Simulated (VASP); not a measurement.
# Sc (Im-3m) in VASP: a series of runs

The runs below take Sc through single point, with LDA.

Everything below comes from runs of VASP 6.6.1. Logs are shortened: lines on timing, memory, paths and dates and some standing lists are left out, and cuts for length are marked.

### 1 The cell of the first run

The structure is cubic, space group Im-3m (No. 229). The conventional cell has a = 3.255 Å, b = 3.255 Å, c = 3.255 Å, α = 90.00°, β = 90.00°, γ = 90.00°. Within 3.7 Å of Sc (site symmetry m-3m) lie 14 Sc at 2.82 to 3.25 Å.

### 2 Single point, LDA (volume scaled by 0.76)

Input file INCAR:

```
SYSTEM = Sc
PREC = Accurate
ENCUT = 520
EDIFF = 1E-7
ISMEAR = -1
SIGMA = 0.05
LREAL = .FALSE.
LASPH = .TRUE.
NELM = 80
ALGO = Normal
ISIF = 2
LWAVE = .FALSE.
LCHARG = .TRUE.
LELF = .TRUE.
LVHAR = .TRUE.
NBANDS = 12
```

Input file KPOINTS:

```
Automatic mesh
0
G
  17 17 17
  0 0 0
```

Input file POSCAR:

```
Sc
1.0
   -1.6274423722      1.6274423722      1.6274423722
    1.6274423722     -1.6274423722      1.6274423722
    1.6274423722      1.6274423722     -1.6274423722
Sc
1
Direct
    0.0000000000      0.0000000000      0.0000000000
```

Potentials or basis: VASP PAW LDA potentials, release 64 (Sc_sv).

Run with:

```
$ cat potpaw_LDA.64/Sc_sv/POTCAR > POTCAR
$ mpirun -np 1 vasp_std > vasp.out
```

OUTCAR:

```text
SYSTEM = Sc
   PREC = Accurate
   ENCUT = 520
   EDIFF = 1E-7
   ISMEAR = -1
   LREAL = .FALSE.
   LASPH = .TRUE.
   NELM = 80
   ISIF = 2

 ion  position               nearest neighbor table
   1  0.000  0.000  0.000-

  LATTYP: Found a body centered cubic cell.
 ALAT       =     3.2548847444

  Lattice vectors:

 A1 = (  -1.6274423722,   1.6274423722,   1.6274423722)
 A2 = (   1.6274423722,  -1.6274423722,   1.6274423722)
 A3 = (   1.6274423722,   1.6274423722,  -1.6274423722)

Analysis of symmetry for initial positions (statically):
=====================================================================
 Subroutine PRICEL returns:
 Original cell was already a primitive cell.

 Routine SETGRP: Setting up the symmetry group for a
 body centered cubic supercell.

 Subroutine GETGRP returns: Found 48 space group operations
 (whereof 48 operations were pure point group operations)
 out of a pool of 48 trial point group operations.

The static configuration has the point symmetry O_h .

Analysis of symmetry for dynamics (positions and initial velocities):
=====================================================================
 Subroutine PRICEL returns:
 Original cell was already a primitive cell.

 Routine SETGRP: Setting up the symmetry group for a
 body centered cubic supercell.

 Subroutine GETGRP returns: Found 48 space group operations
 (whereof 48 operations were pure point group operations)
 out of a pool of 48 trial point group operations.

The dynamic configuration has the point symmetry O_h .

 Subroutine INISYM returns: Found 48 space group operations
 (whereof 48 operations are pure point group operations),
 and found     1 'primitive' translations

----------------------------------------------------------------------------------------

                                     Primitive cell

  volume of cell :      17.2416

  direct lattice vectors                    reciprocal lattice vectors
    -1.627442372  1.627442372  1.627442372     0.000000000  0.307230541  0.307230541
     1.627442372 -1.627442372  1.627442372     0.307230541  0.000000000  0.307230541
     1.627442372  1.627442372 -1.627442372     0.307230541  0.307230541  0.000000000

  length of vectors
     2.818812875  2.818812875  2.818812875     0.434489597  0.434489597  0.434489597

  position of ions in fractional coordinates (direct lattice)
     0.000000000  0.000000000  0.000000000

  ion indices of the primitive-cell ions
   primitive index   ion index
                 1           1
[... 73 lines left out ...]
   LREAL  =      F    real-space projection
   EDIFFG = 0.1E-05   stopping-criterion for IOM
   NSW    =      0    number of steps for IOM
   IBRION =     -1    ionic relax: 0-MD 1-quasi-New 2-CG
   NFREE  =      0    steps in history (QN), initial steepest desc. (CG)
   ISIF   =      2    stress and relaxation
   ISYM   =      2    0-nonsym 1-usesym 2-fastsym
   POTIM  = 0.5000    time-step for ionic-motion
   TEBEG  =    0.0;   TEEND  =   0.0 temperature during run
   PSTRESS=    0.0 pullay stress
   NELECT =      11.0000    total number of electrons
   NUPDOWN=      -1.0000    fix difference up-down
   EMIN   =  10.00;   EMAX   =-10.00  energy-range for DOS
   EFERMI =   0.00;   METHOD = LEGACY
   ISMEAR =    -1;   SIGMA  =   0.05  broadening in eV -4-tet -1-fermi 0-gaus
   EFERMI_NEDOS =   21; number of points for ismear=-14 and -15
   IALGO  =     38    algorithm
   IMIX   =      4    mixing-type and parameters
     AMIX     =   0.40;   BMIX     =  1.00
     AMIX_MAG =   1.60;   BMIX_MAG =  1.00
  volume/ion in A,a.u.               =      17.24       116.35
  Fermi-wavevector in a.u.,A,eV,Ry     =   1.409332  2.663252 27.024135  1.986218
  Thomas-Fermi vector in A             =   2.531399
   LORBIT       =      0    0 simple, 1 ext, 2 COOP (PROOUT), +10 PAW based schemes
   GGA     = CA    functional components
   LHFCALC =     F    Hartree Fock is set to
   AEXX    =    0.0000 exact exchange contribution
   IVDW    =     0    specifies the selected vdW correction
   LEPSILON=     F    determine dielectric tensor
   LRPA    =     F    only Hartree local field effects (RPA)
 non-spin polarized calculation
  energy-cutoff  :      520.00
  volume of cell :       17.24
 maximum number of plane-waves:       478
 NGX is ok and might be reduce to    24
   NGX = 11   NGY = 11   NGZ = 11

 number of electron      10.9999999 magnetization

 Free energy of the ion-electron system (eV)
  ---------------------------------------------------
  ext. energy  EPLUGINS =         0.00000000
  ---------------------------------------------------
  free energy    TOTEN  =        -6.26208432 eV

  energy without entropy =       -6.24531760  energy(sigma->0) =       -6.25370096

 E-fermi :   5.9670     XC(G=0): -11.7184

 val. band max:        5.9511178144   @ k =  -0.4118   0.4118   0.1765
 cond. band min:       5.9702610500   @ k =   0.2353   0.1176   0.1176
 fundamental gap:      0.0191432356
 Fermi energy:         5.9670454886

 k-point     1 :       0.0000    0.0000    0.0000
  band No.  band energies     occupation
      1     -42.2152      2.00000
      2     -20.5195      2.00000
      3     -20.5195      2.00000
      4     -20.5195      2.00000
      5       0.3548      2.00000
      6       7.8014      0.00000
      7       7.8014      0.00000
      8       7.8014      0.00000
      9       9.9954      0.00000
     10       9.9954      0.00000
     11      22.6620      0.00000
     12      22.6620      0.00000
[... 331 lines left out ...]
 k-point    24 :       0.1765    0.1765    0.0000
  band No.  band energies     occupation
      1     -42.0228      2.00000
      2     -21.3344      2.00000
      3     -20.7803      2.00000
      4     -20.6033      2.00000
      5       3.1606      2.00000
      6       6.3861      0.00046
      7       6.6877      0.00000
      8       9.3973      0.00000
      9      10.4484      0.00000
     10      10.6237      0.00000
     11      20.5063      0.00000
     12      20.6334      0.00000

 [... further k-points ...]
[... 5 lines left out ...]
  --------------------------------------------------------------------------------------
  -------------------------------------------------------------------------------------
  Total        2.6237546      2.6237546      2.6237546      0.0000000      0.0000000      0.0000000
  in kB      243.8130490    243.8130490    243.8130490      0.0000000      0.0000000      0.0000000
  external PRESSURE =     243.8130490 kB  Pullay stress =       0.0000000 kB

 VOLUME and BASIS-vectors are now :
 -----------------------------------------------------------------------------
  energy-cutoff  :      520.00
  volume of cell :       17.24
      direct lattice vectors                 reciprocal lattice vectors
    -1.627442372  1.627442372  1.627442372     0.000000000  0.307230541  0.307230541
     1.627442372 -1.627442372  1.627442372     0.307230541  0.000000000  0.307230541
     1.627442372  1.627442372 -1.627442372     0.307230541  0.307230541  0.000000000

 POSITION                                       TOTAL-FORCE (eV/Angst)
 -----------------------------------------------------------------------------------
      0.00000      0.00000      0.00000         0.000000     -0.000000     -0.000000
 -----------------------------------------------------------------------------------
    total drift:                                0.000000      0.000000      0.000000

  FREE ENERGIE OF THE ION-ELECTRON SYSTEM (eV)
  ---------------------------------------------------
  free  energy   TOTEN  =        -6.2620843218 eV

  energy  without entropy=       -6.2453175974  energy(sigma->0) =       -6.25370096
```

stdout:

```text
POSCAR found type information on POSCAR Sc
 POSCAR found :  1 types and       1 ions
 scaLAPACK will be used
 LDA part: xc-table for (Slater(with rela. corr.)+CA(PZ))
 , standard interpolation
 POSCAR, INCAR and KPOINTS ok, starting setup
 FFT: planning ... GRIDC
 FFT: planning ... GRID_SOFT
 FFT: planning ... GRID
 WAVECAR not read
 entering main loop
```

Run time: 13 s. Hardware: 1 thread of Intel Xeon 6975P-C (Granite Rapids), shared host; peak memory 0.15 GiB.

Results:

| Item | Value |
| --- | --- |
| Free energy | -6.2621 eV |
| Pressure | 24.4 GPa |

Levels at points of the mesh, in eV from the Fermi level:
```
           k point  band 1  band 2  band 3  band 4  band 5  band 6  band 7  band 8  band 9  band 10
(0.00, 0.00, 0.00)  -48.18  -26.49  -26.49  -26.49   -5.61    1.83    1.83    1.83    4.03     4.03
```

### 3 Single point, LDA (volume scaled by 0.76)

Input file INCAR:

```
PREC     = Accurate       # precision mode
ENCUT    = 520            # plane-wave cutoff, eV
EDIFF    = 1E-6           # SCF threshold, eV
ISMEAR   = -1             # smearing method
SIGMA    = 0.05           # smearing width, eV
LREAL    = F              # projectors in reciprocal space
LASPH    = T              # aspherical terms in the spheres
NELM     = 100            # most SCF steps
ALGO     = Normal         # electronic algorithm
ISIF     = 2              # what is computed and relaxed
LWAVE    = F              # write WAVECAR
LCHARG   = T              # write CHGCAR
GGA      = CA             # functional
LELF     = T              # ELF
LVHAR    = T            
NBANDS   = 12             # bands
```

Input file KPOINTS:

```
Automatic mesh
0
Gamma
  17 17 17
```

POSCAR is that of step 2.

Potentials or basis: VASP PAW LDA potentials, release 64 (Sc_sv).

Run with:

```
$ cat potpaw_LDA.64/Sc_sv/POTCAR > POTCAR
$ mpirun -np 1 vasp_std > vasp.out
```

Wall time 12 s (1 thread of Intel Xeon 6975P-C (Granite Rapids), shared host); peak memory 0.15 GiB.

Results (log left out):

| Item | Value |
| --- | --- |
| Free energy | -6.2621 eV |
| Pressure | 24.4 GPa |

Levels at points of the mesh, in eV from the Fermi level:
```csv
k point,band 1,band 2,band 3,band 4,band 5,band 6,band 7,band 8,band 9,band 10
"(0.00, 0.00, 0.00)",-48.18,-26.49,-26.49,-26.49,-5.61,1.83,1.83,1.83,4.03,4.03
```

### 4 Single point, LDA (volume scaled by 0.84)

Input file INCAR:

```
SYSTEM = Sc
PREC = Accurate ; ENCUT = 520
EDIFF = 1E-6 ; ISMEAR = -1
SIGMA = 0.05 ; LREAL = .FALSE.
LASPH = .TRUE. ; NELM = 80
ALGO = Normal ; ISIF = 2
LWAVE = .FALSE. ; LCHARG = .TRUE.
LELF = .TRUE. ; LVHAR = .TRUE.
NBANDS = 12
```

Input file KPOINTS:

```
Automatic mesh
0
G
  17 17 17
  0 0 0
```

Input file POSCAR:

```
Sc
1.0
   -1.6826515260      1.6826515260      1.6826515260
    1.6826515260     -1.6826515260      1.6826515260
    1.6826515260      1.6826515260     -1.6826515260
Sc
1
Direct
    0.0000000000      0.0000000000      0.0000000000
```

Run with:

```
$ cat potpaw_LDA.64/Sc_sv/POTCAR > POTCAR
$ mpirun -np 1 vasp_std > vasp.out
```

Wall time 13 s (1 thread of Intel Xeon 6975P-C (Granite Rapids), shared host); peak memory 0.15 GiB.

Results (log left out):

* Free energy: -6.4747 eV
* Pressure: 13.6 GPa

Levels at points of the mesh, in eV from the Fermi level:
```csv
k point,band 2,band 3,band 4,band 5,band 6,band 7,band 8,band 9
"(0.00, 0.00, 0.00)",-26.86,-26.86,-26.86,-5.58,1.70,1.70,1.70,3.67
```

### 5 Single point, LDA (volume scaled by 0.84)

Input file INCAR:

```
SYSTEM = Sc
ALGO = Normal
EDIFF = 1E-6
ENCUT = 520
GGA = CA
ISIF = 2
ISMEAR = -1
LASPH = .TRUE.
LCHARG = .FALSE.
LREAL = .FALSE.
LWAVE = .FALSE.
NBANDS = 12
NELM = 80
PREC = Accurate
SIGMA = 0.05
```

Input file KPOINTS:

```
k-points
0
G
  17 17 17
  0 0 0
```

POSCAR is that of step 4.

Run with:

```
$ cat potpaw_LDA.64/Sc_sv/POTCAR > POTCAR
$ mpirun -np 1 vasp_std > vasp.out
```

Wall time 12 s (1 thread of Intel Xeon 6975P-C (Granite Rapids), shared host); peak memory 0.15 GiB.

The run converged. Its results:

| Quantity | Value |
| --- | --- |
| Free energy | -6.4747 eV |
| Pressure | 13.6 GPa |

Levels at points of the mesh, in eV from the Fermi level:
| k point | band 3 | band 4 | band 5 | band 6 | band 7 | band 8 |
| --- | --- | --- | --- | --- | --- | --- |
| (0.00, 0.00, 0.00) | -26.86 | -26.86 | -5.58 | 1.70 | 1.70 | 1.70 |
